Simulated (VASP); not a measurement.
# SrCl2 (Fm-3m) in VASP: a series of runs, part 2 of 2

VASP 6.6.1.

### 4 Vibrations by perturbation theory, PBE

File INCAR:

```
ALGO     = Normal         # electronic algorithm
EDIFF    = 1E-8           # SCF threshold, eV
ENCUT    = 520            # plane-wave cutoff, eV
GGA      = PE             # functional
IBRION   = 8              # ionic algorithm
ISIF     = 2              # what is computed and relaxed
ISMEAR   = 0              # smearing method
LASPH    = True           # aspherical terms in the spheres
LCHARG   = False          # write CHGCAR
LEPSILON = True           # dielectric tensor by DFPT
LREAL    = False          # projectors in reciprocal space
LWAVE    = False          # write WAVECAR
NELM     = 80             # most SCF steps
NSW      = 1              # ionic steps
PREC     = Accurate       # precision mode
SIGMA    = 0.01           # smearing width, eV
```

File KPOINTS:

```
k-points
0
Gamma
  6 6 6
```

File POSCAR:

```
SrCl2
1.0
    0.0000000000      3.4883500000      3.4883500000
    3.4883500000      0.0000000000      3.4883500000
    3.4883500000      3.4883500000      0.0000000000
Sr Cl
1 2
Direct
    0.0000000000      0.0000000000      0.0000000000
    0.7500000000      0.7500000000      0.7500000000
    0.2500000000      0.2500000000      0.2500000000
```

Potentials or basis: VASP PAW PBE potentials, release 64 (Sr_sv, Cl).

Command:

```console
$ cat potpaw_PBE.64/Sr_sv/POTCAR potpaw_PBE.64/Cl/POTCAR > POTCAR
$ mpirun -np 1 vasp_std > vasp.out
```

OUTCAR:

```text
EDIFF = 1E-8
   ENCUT = 520
   GGA = PE
   IBRION = 8
   ISIF = 2
   ISMEAR = 0
   LASPH = True
   LEPSILON = True
   LREAL = False
   NELM = 80
   NSW = 1
   PREC = Accurate

 ion  position               nearest neighbor table
   1  0.000  0.000  0.000-   2 3.02   2 3.02   2 3.02   2 3.02   3 3.02   3 3.02   3 3.02   3 3.02

   2  0.750  0.750  0.750-   1 3.02   1 3.02   1 3.02   1 3.02
   3  0.250  0.250  0.250-   1 3.02   1 3.02   1 3.02   1 3.02

  LATTYP: Found a face centered cubic cell.
 ALAT       =     6.9767000000

  Lattice vectors:

 A1 = (   0.0000000000,   3.4883500000,   3.4883500000)
 A2 = (   3.4883500000,   0.0000000000,   3.4883500000)
 A3 = (   3.4883500000,   3.4883500000,   0.0000000000)

Analysis of symmetry for initial positions (statically):
=====================================================================
 Subroutine PRICEL returns:
 Original cell was already a primitive cell.

 Routine SETGRP: Setting up the symmetry group for a
 face centered cubic supercell.

 Subroutine GETGRP returns: Found 48 space group operations
 (whereof 48 operations were pure point group operations)
 out of a pool of 48 trial point group operations.

The static configuration has the point symmetry O_h .

Analysis of symmetry for dynamics (positions and initial velocities):
=====================================================================
 Subroutine PRICEL returns:
 Original cell was already a primitive cell.

 Routine SETGRP: Setting up the symmetry group for a
 face centered cubic supercell.
[... 567 lines left out ...]
    2     0.00000     2.49783     0.00000
    3     0.00000     0.00000     2.49783
 ion    2
    1    -1.24891     0.00000     0.00000
    2     0.00000    -1.24891     0.00000
    3     0.00000     0.00000    -1.24891
 ion    3
    1    -1.24891     0.00000     0.00000
    2     0.00000    -1.24891     0.00000
    3     0.00000     0.00000    -1.24891

 INTERNAL STRAIN TENSOR FOR ION    3 for displacements in x,y,z  (eV/Angst):
          X           Y           Z          XY          YZ          ZX
  --------------------------------------------------------------------------------
  x    -0.00000     0.00000     0.00000     0.00000    -2.51846     0.00000
  y     0.00000    -0.00000     0.00000     0.00000     0.00000    -2.51846
  z     0.00000     0.00000    -0.00000    -2.51846     0.00000     0.00000

 SECOND DERIVATIVES (NOT SYMMETRIZED)
 ------------------------------------
               1X          1Y          1Z          2X          2Y          2Z          3X          3Y          3Z
  1X    -2.728077    0.000000    0.000000    1.364038    0.000000    0.000000    1.364038    0.000000    0.000000
  1Y     0.000000   -2.728077    0.000000    0.000000    1.364038    0.000000    0.000000    1.364038    0.000000
  1Z     0.000000    0.000000   -2.728077    0.000000    0.000000    1.364038    0.000000    0.000000    1.364038
  2X     1.367849   -0.000000   -0.000000   -2.801726    0.000000    0.000000    1.433877    0.000000    0.000000
  2Y    -0.000000    1.367849    0.000000    0.000000   -2.801726    0.000000    0.000000    1.433877    0.000000
  2Z    -0.000000    0.000000    1.367849    0.000000    0.000000   -2.801726    0.000000    0.000000    1.433877
  3X     1.367849   -0.000000   -0.000000    1.433877    0.000000    0.000000   -2.801726    0.000000    0.000000
  3Y    -0.000000    1.367849    0.000000    0.000000    1.433877    0.000000    0.000000   -2.801726    0.000000
  3Z    -0.000000    0.000000    1.367849    0.000000    0.000000    1.433877    0.000000    0.000000   -2.801726

 Eigenvectors and eigenvalues of the dynamical matrix
 ----------------------------------------------------

   1 f  =    5.403583 THz    33.951714 2PiTHz  180.244129 cm-1    22.347414 meV
             X         Y         Z           dx          dy          dz
      0.000000  0.000000  0.000000     0.000000    0.000000   -0.000000
      5.232525  5.232525  5.232525     0.556333    0.226355    0.373171
      1.744175  1.744175  1.744175    -0.556333   -0.226355   -0.373171
[... 43 lines left out ...]
   9 f/i=    0.002863 THz     0.017986 2PiTHz    0.095486 cm-1     0.011839 meV
             X         Y         Z           dx          dy          dz
      0.000000  0.000000  0.000000     0.445907    0.593720   -0.045502
      5.232525  5.232525  5.232525     0.283246    0.377138   -0.028903
      1.744175  1.744175  1.744175     0.283246    0.377138   -0.028903

--------------------------------------------------------------------------------------------------------

 MACROSCOPIC STATIC DIELECTRIC TENSOR IONIC CONTRIBUTION
 ------------------------------------------------------
           4.870108     0.000000    -0.000000
           0.000000     4.870108    -0.000000
          -0.000000    -0.000000     4.870108
 ------------------------------------------------------

 ELASTIC MODULI CONTR FROM IONIC RELAXATION (kBar)
 Direction    XX          YY          ZZ          XY          YZ          ZX
 --------------------------------------------------------------------------------
 XX          -0.0000      0.0000      0.0000      0.0000     -0.0000      0.0000
 YY           0.0000     -0.0000     -0.0000     -0.0000      0.0000     -0.0000
 ZZ           0.0000     -0.0000     -0.0000     -0.0000      0.0000     -0.0000
 XY           0.0000     -0.0000     -0.0000    -56.5203      0.0000     -0.0000
 YZ          -0.0000      0.0000      0.0000      0.0000    -56.5203      0.0000
 ZX           0.0000     -0.0000     -0.0000     -0.0000      0.0000    -56.5203
 --------------------------------------------------------------------------------

 PIEZOELECTRIC TENSOR IONIC CONTR  for field in x, y, z        (C/m^2)
          XX          YY          ZZ          XY          YZ          ZX
  --------------------------------------------------------------------------------
  x    -0.00000    -0.00000     0.00000     0.00000     0.00000    -0.00000
  y    -0.00000    -0.00000    -0.00000    -0.00000    -0.00000    -0.00000
  z     0.00000    -0.00000    -0.00000    -0.00000     0.00000    -0.00000
```

OSZICAR:

```text
N       E                     dE             d eps       ncg     rms          rms(c)
DAV:   1     0.153749049559E+03    0.15375E+03   -0.11471E+04   512   0.133E+03
DAV:   2    -0.401042408210E+01   -0.15776E+03   -0.15482E+03   696   0.251E+02
DAV:   3    -0.128022586641E+02   -0.87918E+01   -0.87842E+01   688   0.649E+01
DAV:   4    -0.130572959370E+02   -0.25504E+00   -0.25499E+00   912   0.906E+00
[... 245 lines left out ...]
RMM:  12    -0.202590896301E+00    0.11667E-06    0.30262E-07  3675   0.787E-05    0.183E-05
RMM:  13    -0.202590881544E+00    0.14757E-07   -0.99233E-07  3810   0.344E-05    0.833E-06
RMM:  14    -0.202590897560E+00   -0.16016E-07   -0.91787E-08  3764   0.152E-05    0.416E-06
RMM:  15    -0.202590905506E+00   -0.79463E-08   -0.78914E-08  3627   0.785E-06    0.209E-06
 Linear response finished
```

Wall time 11 min (1 thread of AMD EPYC 9R14 (Zen 4), shared host); peak memory 0.38 GiB.

What came out:

| Item | Value |
| --- | --- |
| Electronic dielectric tensor (diagonal) | 2.92 |
| Born charges (mean of the diagonal) | Sr +2.50; Cl -1.25 e |
| Highest phonon frequency at Γ, LO-TO splitting left out | 180 cm⁻¹ |

Phonon frequencies in cm⁻¹ (negative: imaginary):
```
              q point                    frequencies
(0.000, 0.000, 0.000)  0 0 0 138 138 138 180 180 180
```

Electronic dielectric tensor:
```
2.92 0.00 0.00
0.00 2.92 0.00
0.00 0.00 2.92
```

Born effective charge tensors (e):
atom 1, Sr
```
2.50 0.00 0.00
0.00 2.50 0.00
0.00 0.00 2.50
```
atom 2, Cl
```
-1.25  0.00  0.00
 0.00 -1.25  0.00
 0.00  0.00 -1.25
```
atom 3, Cl
```
-1.25  0.00  0.00
 0.00 -1.25  0.00
 0.00  0.00 -1.25
```

Caveat: the cell stands under pressure or tension, which shifts response properties.

### 5 Overview

```tsv
task	k mesh	gap on the mesh (eV)
dielectric tensor	7 × 7 × 7	5.37
dielectric tensor	6 × 6 × 6	5.34
vibrations by perturbation theory	6 × 6 × 6	-
```

Alike in all rows: level PBE; potentials or basis VASP PAW PBE potentials, release 64 (Sr_sv, Cl); no spin polarisation; cell as given; cutoff (eV) 520; smearing gaussian 0.01 eV.

Caveats: an odd mesh through Γ misses points on the zone boundary, where band edges can lie (at least some runs); the cell stands under pressure or tension, which shifts response properties (at least some runs).

Total energies depend on the potentials used, so only differences within one code and one set of settings carry meaning.
